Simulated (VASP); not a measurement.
# HfS2 (P-3m1) in VASP: notebook

HfS2 is run at these levels: HSE06; tasks: single point.

Everything below comes from runs of VASP 6.6.1. Logs are shortened: lines on timing, memory, paths and dates and some standing lists are left out, and cuts for length are marked.

## 1. The cell of the first run

The structure is trigonal, space group P-3m1 (No. 164). The conventional cell has a = 3.776 Å, b = 3.776 Å, c = 5.761 Å, α = 90.00°, β = 90.00°, γ = 120.00°. Hf (site symmetry -3m) has 6 S at 2.58 Å within 3.4 Å. S (site symmetry 3m) has 3 Hf at 2.58 Å and 12 S at 3.50 to 3.78 Å within 3.8 Å.

## 2. Single point, HSE06 (epitaxial xy strain +4.0%)

The input, POSCAR:

```
HfS2
1.0
    3.7755077968      0.0000000000      0.0000000000
   -1.8877538984      3.2696856642      0.0000000000
    0.0000000000      0.0000000000      5.7607909876
Hf S
1 2
Direct
    0.0000000000      0.0000000000      0.0000000000
    0.3333333333      0.6666666667      0.2379776162
    0.6666666667      0.3333333333      0.7620223838
```

The input, INCAR.step1:

```
SYSTEM = HfS2
ALGO = Normal
EDIFF = 1E-5
ENCUT = 400
GGA = PE
GGA_COMPAT = .FALSE.
ISIF = 2
ISMEAR = 0
LASPH = .TRUE.
LREAL = .FALSE.
LWAVE = .TRUE.
NBANDS = 18
NELM = 120
PREC = Accurate
SIGMA = 0.01
```

The input, INCAR.step2:

```
SYSTEM = HfS2
ALGO = Normal
EDIFF = 1E-6
ENCUT = 400
GGA = PE
GGA_COMPAT = .FALSE.
HFSCREEN = 0.2079
ISIF = 2
ISMEAR = 0
ISTART = 1
LASPH = .TRUE.
LCHARG = .TRUE.
LELF = .TRUE.
LHFCALC = .TRUE.
LREAL = .FALSE.
LVHAR = .TRUE.
LWAVE = .FALSE.
NBANDS = 18
NELM = 120
PREC = Accurate
PRECFOCK = Normal
SIGMA = 0.01
```

The input, KPOINTS:

```
k-points
0
G
  6 6 4
  0 0 0
```

Potentials or basis: VASP PAW PBE potentials, release 64 (Hf_pv, S).

The run is started by

```bash
> cat potpaw_PBE.64/Hf_pv/POTCAR potpaw_PBE.64/S/POTCAR > POTCAR
> cp INCAR.step1 INCAR
> mpirun -np 1 vasp_std > vasp.out
> cp INCAR.step2 INCAR
> mpirun -np 1 vasp_std > vasp.out
```

OUTCAR:

```text
SYSTEM = HfS2
   EDIFF = 1E-6
   ENCUT = 400
   GGA = PE
   HFSCREEN = 0.2079
   ISIF = 2
   ISMEAR = 0
   ISTART = 1
   LASPH = .TRUE.
   LHFCALC = .TRUE.
   LREAL = .FALSE.
   NELM = 120
   PREC = Accurate
   PRECFOCK = Normal

 ion  position               nearest neighbor table
   1  0.000  0.000  0.000-   2 2.58   3 2.58   2 2.58   3 2.58   3 2.58   2 2.58
   2  0.333  0.667  0.238-   1 2.58   1 2.58   1 2.58
   3  0.667  0.333  0.762-   1 2.58   1 2.58   1 2.58

  LATTYP: Found a hexagonal cell.
 ALAT       =     3.7755077968
 C/A-ratio  =     1.5258320993

  Lattice vectors:

 A1 = (   3.7755077968,   0.0000000000,   0.0000000000)
 A2 = (  -1.8877538984,   3.2696856642,   0.0000000000)
 A3 = (   0.0000000000,   0.0000000000,   5.7607909876)

Analysis of symmetry for initial positions (statically):
=====================================================================
 Subroutine PRICEL returns:
 Original cell was already a primitive cell.

 Routine SETGRP: Setting up the symmetry group for a
 hexagonal supercell.

 Subroutine GETGRP returns: Found 12 space group operations
 (whereof 12 operations were pure point group operations)
 out of a pool of 24 trial point group operations.

The static configuration has the point symmetry D_3d.

Analysis of symmetry for dynamics (positions and initial velocities):
=====================================================================
 Subroutine PRICEL returns:
 Original cell was already a primitive cell.

 Routine SETGRP: Setting up the symmetry group for a
 hexagonal supercell.

 Subroutine GETGRP returns: Found 12 space group operations
 (whereof 12 operations were pure point group operations)
 out of a pool of 24 trial point group operations.

The dynamic configuration has the point symmetry D_3d.

 Subroutine INISYM returns: Found 12 space group operations
 (whereof 12 operations are pure point group operations),
 and found     1 'primitive' translations

----------------------------------------------------------------------------------------

                                     Primitive cell

  volume of cell :      71.1154

  direct lattice vectors                    reciprocal lattice vectors
     3.775507797  0.000000000  0.000000000     0.264865034  0.152919899  0.000000000
    -1.887753898  3.269685664  0.000000000     0.000000000  0.305839797  0.000000000
     0.000000000  0.000000000  5.760790988     0.000000000  0.000000000  0.173587273

  length of vectors
     3.775507797  3.775507797  5.760790988     0.305839797  0.305839797  0.173587273

  position of ions in fractional coordinates (direct lattice)
     0.000000000  0.000000000  0.000000000
     0.333333333  0.666666667  0.237977616
     0.666666667  0.333333333  0.762022384

  ion indices of the primitive-cell ions
   primitive index   ion index
                 1           1
                 2           2
                 3           3

----------------------------------------------------------------------------------------

 KPOINTS: k-points

Automatic generation of k-mesh.
 Grid dimensions read from file:
 generate k-points for:    6    6    4

 Generating k-lattice:

  Cartesian coordinates                     Fractional coordinates (reciprocal lattice)
     0.044144172  0.025486650  0.000000000     0.166666667  0.000000000  0.000000000
     0.000000000  0.050973300  0.000000000     0.000000000  0.166666667  0.000000000
     0.000000000  0.000000000  0.043396818     0.000000000  0.000000000  0.250000000

  Length of vectors
     0.050973300  0.050973300  0.043396818

  Shift w.r.t. Gamma in fractional coordinates (k-lattice)
     0.000000000  0.000000000  0.000000000

 Subroutine IBZKPT returns following result:
 ===========================================

 Found     24 irreducible k-points:

 Following reciprocal coordinates:
            Coordinates               Weight
  0.000000  0.000000  0.000000      1.000000
  0.166667  0.000000  0.000000      6.000000
  0.333333  0.000000  0.000000      6.000000
  0.500000  0.000000  0.000000      3.000000
  0.166667  0.166667  0.000000      6.000000
  0.333333  0.166667  0.000000     12.000000
[... 16 lines left out ...]
  0.333333  0.166667  0.500000     12.000000
  0.333333  0.333333  0.500000      2.000000
   k-points           NKPTS =     24   k-points in BZ     NKDIM =    144   number of bands    NBANDS=     18
   number of dos      NEDOS =    301   number of ions     NIONS =      3
   total plane-waves  NPLWV =  31360
   dimension x,y,z NGX =    28 NGY =   28 NGZ =   40
   dimension x,y,z NGXF=    56 NGYF=   56 NGZF=   80
   ions per type =               1   2
   NGX,Y,Z   is equivalent  to a cutoff of  12.33, 12.33, 11.54 a.u.
   NGXF,Y,Z  is equivalent  to a cutoff of  24.66, 24.66, 23.09 a.u.
 SYSTEM =  HfS2
   PREC   = accura    normal or accurate (medium, high low for compatibility)
   ISTART =      1    job   : 0-new  1-cont  2-samecut
   ICHARG =      0    charge: 1-file 2-atom 10-const
   ISPIN  =      1    spin polarized calculation?
   LNONCOLLINEAR =      F non collinear calculations
   LSORBIT =      F    spin-orbit coupling
   LASPH  =      T    aspherical Exc in radial PAW
   ENCUT  =  400.0 eV  29.40 Ry    5.42 a.u.   6.16  6.16  9.39*2*pi/ulx,y,z
   NELM   =    120;   NELMIN=  2; NELMDL=  0     # of ELM steps
   EDIFF  = 0.1E-05   stopping-criterion for ELM
   LREAL  =      F    real-space projection
   EDIFFG = 0.1E-04   stopping-criterion for IOM
   NSW    =      0    number of steps for IOM
   IBRION =     -1    ionic relax: 0-MD 1-quasi-New 2-CG
   NFREE  =      0    steps in history (QN), initial steepest desc. (CG)
   ISIF   =      2    stress and relaxation
   ISYM   =      3    0-nonsym 1-usesym 2-fastsym
   POTIM  = 0.5000    time-step for ionic-motion
   TEBEG  =    0.0;   TEEND  =   0.0 temperature during run
   PSTRESS=    0.0 pullay stress
   NELECT =      22.0000    total number of electrons
   NUPDOWN=      -1.0000    fix difference up-down
   EMIN   =  10.00;   EMAX   =-10.00  energy-range for DOS
   EFERMI =   0.00;   METHOD = LEGACY
   ISMEAR =     0;   SIGMA  =   0.01  broadening in eV -4-tet -1-fermi 0-gaus
   EFERMI_NEDOS =   21; number of points for ismear=-14 and -15
   IALGO  =     38    algorithm
   IMIX   =      1    mixing-type and parameters
     AMIX     =   0.40;   BMIX     =  1.00
     AMIX_MAG =   1.60;   BMIX_MAG =  1.00
  volume/ion in A,a.u.               =      23.71       159.97
  Fermi-wavevector in a.u.,A,eV,Ry     =   1.107205  2.092313 16.679411  1.225902
  Thomas-Fermi vector in A             =   2.243716
   LORBIT       =      0    0 simple, 1 ext, 2 COOP (PROOUT), +10 PAW based schemes
   GGA     = PE    functional components
   LHFCALC =     T    Hartree Fock is set to
   PRECFOCK=normal    Normal, Fast or Accurate (Low or Medium for compatibility)
   ENCUT4O =  -1.0   cutoff for four orbital integrals eV
   NKREDX  =     1    reduce k-point grid by
   NKREDY  =     1    reduce k-point grid by
   NKREDZ  =     1    reduce k-point grid by
   AEXX    =    0.2500 exact exchange contribution
   HFSCREEN=    0.2079 screening length (either q_TF or 0.3 A-1)
   HFSCREENC=   0.2079 screening length for correlation (either q_TF or 0.3 A-1)
   ENCUTFOCK=  -1.0 apply spherical cutoff to Coloumb kernel
   IVDW    =     0    specifies the selected vdW correction
   LEPSILON=     F    determine dielectric tensor
   LRPA    =     F    only Hartree local field effects (RPA)
 non-spin polarized calculation
 Gauss-broadening in eV      SIGMA  =   0.01
  energy-cutoff  :      400.00
  volume of cell :       71.12
 maximum number of plane-waves:      1320
 NGX is ok and might be reduce to    28
  NGX = 20; NGY = 20; NGZ = 30

 number of electron      22.0000001 magnetization

 Free energy of the ion-electron system (eV)
  ---------------------------------------------------
  ext. energy  EPLUGINS =         0.00000000
  ---------------------------------------------------
  free energy    TOTEN  =       -26.83011894 eV

  energy without entropy =      -26.83011894  energy(sigma->0) =      -26.83011894

 E-fermi :   2.5945     XC(G=0):  -7.7844

 val. band max:        2.4532640708   @ k =   0.0000   0.0000   0.0000
 cond. band min:       4.4743178110   @ k =   0.5000   0.0000   0.0000
 fundamental gap:      2.0210537401
 Fermi energy:         2.5944790994

 k-point     1 :       0.0000    0.0000    0.0000
  band No.  band energies     occupation
      1     -30.8201      2.00000
      2     -30.6873      2.00000
      3     -30.6873      2.00000
      4     -11.9882      2.00000
      5     -10.0921      2.00000
      6      -2.5470      2.00000
[... 10 lines left out ...]
     17       8.7049      0.00000
     18       8.7049      0.00000

 k-point     2 :       0.1667    0.0000    0.0000
  band No.  band energies     occupation
      1     -30.8133      2.00000
      2     -30.7278      2.00000
      3     -30.6967      2.00000
      4     -11.6855      2.00000
      5     -10.1752      2.00000
      6      -2.1841      2.00000
[... 10 lines left out ...]
     17       9.6610      0.00000
     18      10.5159      0.00000

 k-point     3 :       0.3333    0.0000    0.0000
  band No.  band energies     occupation
      1     -30.8087      2.00000
      2     -30.7988      2.00000
      3     -30.7153      2.00000
      4     -11.0086      2.00000
      5     -10.3287      2.00000
      6      -2.0686      2.00000
[... 10 lines left out ...]
     17      10.4245      0.00000
     18      11.2490      0.00000

 k-point     4 :       0.5000    0.0000    0.0000
  band No.  band energies     occupation
      1     -30.8476      2.00000
      2     -30.7926      2.00000
      3     -30.7246      2.00000
      4     -10.6663      2.00000
      5     -10.3458      2.00000
      6      -2.8205      2.00000
[... 375 lines left out ...]
      4     -10.9844      2.00000
      5     -10.5323      2.00000
      6      -1.8319      2.00000
[... 10 lines left out ...]
     17      11.2382      0.00000
     18      11.5324      0.00000

 k-point    23 :       0.3333    0.1667    0.5000
  band No.  band energies     occupation
      1     -30.8268      2.00000
      2     -30.7929      2.00000
      3     -30.7455      2.00000
      4     -10.6309      2.00000
      5     -10.3722      2.00000
      6      -2.4929      2.00000
[... 10 lines left out ...]
     17      10.4748      0.00000
     18      10.6408      0.00000

 k-point    24 :       0.3333    0.3333    0.5000
  band No.  band energies     occupation
      1     -30.7984      2.00000
      2     -30.7984      2.00000
      3     -30.7897      2.00000
      4     -10.4162      2.00000
      5     -10.4162      2.00000
      6      -1.8004      2.00000
[... 10 lines left out ...]
     17      11.3411      0.00000
     18      11.9078      0.00000

------------------------ aborting loop because EDIFF is reached ----------------------------------------

  FORCE on cell =-STRESS in cart. coord.  units (eV):
  Direction    XX          YY          ZZ          XY          YZ          ZX
  --------------------------------------------------------------------------------------
  -------------------------------------------------------------------------------------
  Total       -2.8251493     -2.8251493      0.2002287      0.0000000      0.0000000     -0.0000000
  in kB      -63.6485461    -63.6485461      4.5110069      0.0000000      0.0000000     -0.0000000
  external PRESSURE =     -40.9286951 kB  Pullay stress =       0.0000000 kB

 VOLUME and BASIS-vectors are now :
 -----------------------------------------------------------------------------
  energy-cutoff  :      400.00
  volume of cell :       71.12
      direct lattice vectors                 reciprocal lattice vectors
     3.775507797  0.000000000  0.000000000     0.264865034  0.152919899  0.000000000
    -1.887753898  3.269685664  0.000000000     0.000000000  0.305839797  0.000000000
     0.000000000  0.000000000  5.760790988     0.000000000  0.000000000  0.173587273

 POSITION                                       TOTAL-FORCE (eV/Angst)
 -----------------------------------------------------------------------------------
      0.00000      0.00000      0.00000         0.000000      0.000000      0.000000
     -0.00000      2.17979      1.37094        -0.000000      0.000000     -0.192401
      1.88775      1.08990      4.38985         0.000000      0.000000      0.192401
 -----------------------------------------------------------------------------------
    total drift:                                0.000000      0.000001     -0.000020

  FREE ENERGIE OF THE ION-ELECTRON SYSTEM (eV)
  ---------------------------------------------------
  free  energy   TOTEN  =       -26.8301189411 eV

  energy  without entropy=      -26.8301189411  energy(sigma->0) =      -26.83011894
```

Wall time 45 min (1 thread of Intel Xeon Platinum 8259CL at 2.50GHz (Skylake/Cascade Lake), shared host); peak memory 0.3 GiB.

What came out:

| Property | Result |
| --- | --- |
| Free energy | -26.8301 eV |
| Pressure | -4.1 GPa |
| Largest force | 0.192 eV/Å |
| Band gap on the k mesh | 2.02 eV (least direct gap 2.56 eV) |

Forces on the atoms (eV/Å):
```
Hf   0.000  0.000  0.000
S    0.000  0.000 -0.192
S    0.000  0.000  0.192
```

Stress tensor (GPa, compression positive):
```
-6.36  0.00  0.00
 0.00 -6.36  0.00
 0.00  0.00  0.45
```

Levels at points of the mesh, in eV from the valence-band top:
| k point | band 7 | band 8 | band 9 | band 10 | band 11 | band 12 | band 13 | band 14 | band 15 | band 16 |
| --- | --- | --- | --- | --- | --- | --- | --- | --- | --- | --- |
| (0.00, 0.00, 0.00) | -3.50 | -3.50 | -0.48 | -0.48 | 0.00 | 2.56 | 2.56 | 3.53 | 6.19 | 6.25 |
| (0.50, 0.00, 0.00) | -3.21 | -2.93 | -2.60 | -2.14 | -1.92 | 2.02 | 4.21 | 4.44 | 7.14 | 7.15 |
| (0.00, 0.00, 0.50) | -3.45 | -3.45 | -1.84 | -0.62 | -0.62 | 2.50 | 2.50 | 3.56 | 6.74 | 6.74 |
| (0.50, 0.00, 0.50) | -3.89 | -3.11 | -2.40 | -1.66 | -1.02 | 2.03 | 4.30 | 4.40 | 6.57 | 6.61 |

Caveat: the cell differs from its parent crystal (epitaxial xy strain +4.0%); the stress differs along the axes, from -6 to 0 GPa; the PAW data sets were made with another functional, which shifts forces and pressure a little; spin-orbit coupling is left out, which moves the levels of the heavy elements; this functional lacks dispersion, which binds layers or chains, so the pressure and a relaxed spacing across them are unreliable. A k mesh can miss the band edges.

## 3. Single point, HSE06 (epitaxial xy strain -3.0%)

The input, POSCAR:

```
HfS2
1.0
    3.5213870797      0.0000000000      0.0000000000
   -1.7606935398      3.0496106676      0.0000000000
    0.0000000000      0.0000000000      5.9501995588
Hf S
1 2
Direct
    0.0000000000      0.0000000000      0.0000000000
    0.3333333333      0.6666666667      0.2496609635
    0.6666666667      0.3333333333      0.7503390365
```

The input, INCAR.step1:

```
PREC     = Accurate       # precision mode
ENCUT    = 400            # plane-wave cutoff, eV
EDIFF    = 1E-5           # SCF threshold, eV
ISMEAR   = 0              # smearing method
SIGMA    = 0.01           # smearing width, eV
LREAL    = F              # projectors in reciprocal space
LASPH    = T              # aspherical terms in the spheres
NELM     = 120            # most SCF steps
ALGO     = Normal         # electronic algorithm
ISIF     = 2              # what is computed and relaxed
LWAVE    = T              # write WAVECAR
NBANDS   = 18             # bands
GGA      = PE             # functional
GGA_COMPAT= F
```

The input, INCAR.step2:

```
PREC     = Accurate       # precision mode
ENCUT    = 400            # plane-wave cutoff, eV
EDIFF    = 1E-6           # SCF threshold, eV
ISMEAR   = 0              # smearing method
SIGMA    = 0.01           # smearing width, eV
LREAL    = F              # projectors in reciprocal space
LASPH    = T              # aspherical terms in the spheres
NELM     = 120            # most SCF steps
ALGO     = Normal         # electronic algorithm
ISIF     = 2              # what is computed and relaxed
LWAVE    = F              # write WAVECAR
LCHARG   = T              # write CHGCAR
GGA      = PE             # functional
LHFCALC  = T              # exact exchange
HFSCREEN = 0.2079         # screening, 1/A
PRECFOCK = Normal       
LELF     = T              # ELF
LVHAR    = T            
NBANDS   = 18             # bands
ISTART   = 1            
GGA_COMPAT= F
```

The input, KPOINTS:

```
Automatic mesh
0
Gamma
  6 6 4
```

Potentials or basis: VASP PAW PBE potentials, release 64 (Hf_pv, S).

The run is started by

```bash
> cat potpaw_PBE.64/Hf_pv/POTCAR potpaw_PBE.64/S/POTCAR > POTCAR
> cp INCAR.step1 INCAR
> mpirun -np 1 vasp_std > vasp.out
> cp INCAR.step2 INCAR
> mpirun -np 1 vasp_std > vasp.out
```

It took 56 min on 1 thread of Intel Xeon Platinum 8259CL at 2.50GHz (Skylake/Cascade Lake), shared host; peak memory 0.28 GiB.

Results (log left out):

```
Free energy            : -26.8585 eV
Pressure               : 3.9 GPa
Largest force          : 0.211 eV/Å
Band gap on the k mesh : 1.47 eV (least direct gap 2.61 eV)
```

Forces on the atoms (eV/Å):
```
Hf   0.000  0.000  0.000
S    0.000  0.000 -0.211
S    0.000  0.000  0.211
```

Stress tensor (GPa, compression positive):
```
5.68 0.00 0.00
0.00 5.68 0.00
0.00 0.00 0.33
```

Levels at points of the mesh, in eV from the valence-band top:
| k point | band 9 | band 10 | band 11 | band 12 | band 13 | band 14 |
| --- | --- | --- | --- | --- | --- | --- |
| (0.00, 0.00, 0.00) | -0.22 | 0.00 | 0.00 | 2.88 | 2.88 | 3.22 |
| (0.50, 0.00, 0.00) | -2.83 | -2.41 | -1.43 | 1.70 | 5.47 | 5.70 |
| (0.00, 0.00, 0.50) | -2.34 | -0.15 | -0.15 | 2.83 | 2.83 | 3.78 |
| (0.50, 0.00, 0.50) | -2.99 | -1.22 | -1.14 | 1.47 | 5.44 | 5.74 |

Caveat: the cell differs from its parent crystal (epitaxial xy strain -3.0%); the stress differs along the axes, from 0 to 6 GPa; the PAW data sets were made with another functional, which shifts forces and pressure a little; spin-orbit coupling is left out, which moves the levels of the heavy elements; this functional lacks dispersion, which binds layers or chains, so the pressure and a relaxed spacing across them are unreliable. A k mesh can miss the band edges.
